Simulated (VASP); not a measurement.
Write the native input for VASP 6.6.1 that does the following.

```yaml
Task: single point
Functional: LDA
Potentials_or_basis: VASP PAW LDA potentials, release 64 (K_sv, F)
Cutoff: 520 eV
k_mesh: 8 × 8 × 8
Occupations: gaussian, width 0.05 eV
Spin: no spin polarisation
Dipole_correction: no
Further_INCAR_settings: ALGO = Normal; EDIFF = 1e-06; NBANDS = 15
```

The structure of KF lies in POSCAR:

```
KF
1.0
    0.0000000000      2.6356528549      2.6356528549
    2.6356528549      0.0000000000      2.6356528549
    2.6356528549      2.6356528549      0.0000000000
K F
1 1
Direct
    0.0000000000      0.0000000000      0.0000000000
    0.5000000000      0.5000000000      0.5000000000
```

These files were run (other wordings do the same):

INCAR

```
SYSTEM = KF
  PREC = Accurate
  ENCUT = 520
  EDIFF = 1E-6
  ISMEAR = 0
  SIGMA = 0.05
  LREAL = .FALSE.
  LASPH = .TRUE.
  NELM = 60
  ALGO = Normal
  ISIF = 2
  LWAVE = .FALSE.
  LCHARG = .FALSE.
  NBANDS = 15
```

KPOINTS

```
regular mesh
0
G
  8 8 8
  0 0 0
```

Potentials or basis: VASP PAW LDA potentials, release 64 (K_sv, F).

Launch:

```sh
$ cat potpaw_LDA.64/K_sv/POTCAR potpaw_LDA.64/F/POTCAR > POTCAR
$ mpirun -np 1 vasp_std > vasp.out
```

Results of the run:

```yaml
Pressure: -2.2 GPa
Band_gap_on_the_k_mesh: 6.00 eV, direct
```

Wall time 18 s on 1 thread of Intel(R) Xeon(R) Platinum 8375C CPU @ 2.90GHz (Ice Lake), on a shared host, peak memory 0.15 GiB.
